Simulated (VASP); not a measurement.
Crystal: SbC2.

```
CELL_PARAMETERS angstrom
0.00000 2.76109 2.76109
2.76109 0.00000 2.76109
2.76109 2.76109 0.00000
ATOMIC_POSITIONS crystal
Sb 0.00000 0.00000 0.00000
C 0.25000 0.25000 0.25000
C 0.75000 0.75000 0.75000
```

```yaml
Program: VASP 6.6.1
Task: relaxation of cell and atoms
Functional: PBE
Potentials_or_basis: VASP PAW PBE potentials, release 64 (Sb, C)
Cutoff: 600 eV
k_mesh: 14 × 14 × 14
Occupations: gaussian, width 0.1 eV
Spin: no spin polarisation
```

At the start: pressure -4.0 GPa; volume 14.03 Å³/atom.

Problem. Where does the relaxation end?

Solution. Over 3 steps the energy falls by 6.3 meV/atom and the volume is 13.54 Å³/atom (-3.5 %); space group Fm-3m (No. 225, to 0.05 Å).

Step by step:
| step | energy change (eV) | largest force (eV/Å) | pressure (GPa) | volume (Å³) |
| --- | --- | --- | --- | --- |
| 1 | 0.0000 | 0.0000 | -3.98 | 42.10 |
| 2 | -0.0154 | 0.0000 | 1.93 | 40.01 |
| 3 | -0.0190 | 0.0000 | 0.01 | 40.62 |

Final structure:
```xyz
3
Lattice="0.0000 2.7284 2.7284 2.7284 0.0000 2.7284 2.7284 2.7284 0.0000" Properties=species:S:1:pos:R:3 pbc="T T T"
Sb    0.0000    0.0000    0.0000
C     1.3642    1.3642    1.3642
C     4.0926    4.0926    4.0926
```
